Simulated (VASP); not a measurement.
Here is a VASP 6.6.1 calculation.

INCAR

```
SYSTEM = CdTe3
ALGO = Normal
EDIFF = 1E-7
EDIFFG = -0.01
ENCUT = 600
GGA = PE
IBRION = 2
ISIF = 3
ISMEAR = 0
LASPH = .TRUE.
LCHARG = .FALSE.
LREAL = .FALSE.
LWAVE = .FALSE.
NELM = 100
NSW = 100
PREC = Accurate
SIGMA = 0.1
```

KPOINTS

```
k-points
0
G
  8 8 8
  0 0 0
```

File POSCAR:

```
CdTe3
1.0
   -3.1306499957      3.1306499957      3.1306499957
    3.1306499957     -3.1306499957      3.1306499957
    3.1306499957      3.1306499957     -3.1306499957
Cd Te
1 3
Direct
    0.0000000000      0.0000000000      0.0000000000
    0.5000000000      0.0000000000      0.5000000000
    0.0000000000      0.5000000000      0.5000000000
    0.5000000000      0.5000000000      0.0000000000
```

Potentials or basis: VASP PAW PBE potentials, release 64 (Cd, Te).

Run with:

```sh
$ cat potpaw_PBE.64/Cd/POTCAR potpaw_PBE.64/Te/POTCAR > POTCAR
$ mpirun -np 1 vasp_std > vasp.out
```

(1) Predict the band gap on the k mesh.

(2) Predict the relaxed cell.

## Answers

(1) zero (bands 15 and 16 overlap by 1.90 eV).

(2) a = 5.426 Å, b = 5.426 Å, c = 5.426 Å, α = 109.47°, β = 109.47°, γ = 109.47°.

Caveat: spin-orbit coupling is left out, which moves the levels of the heavy elements.
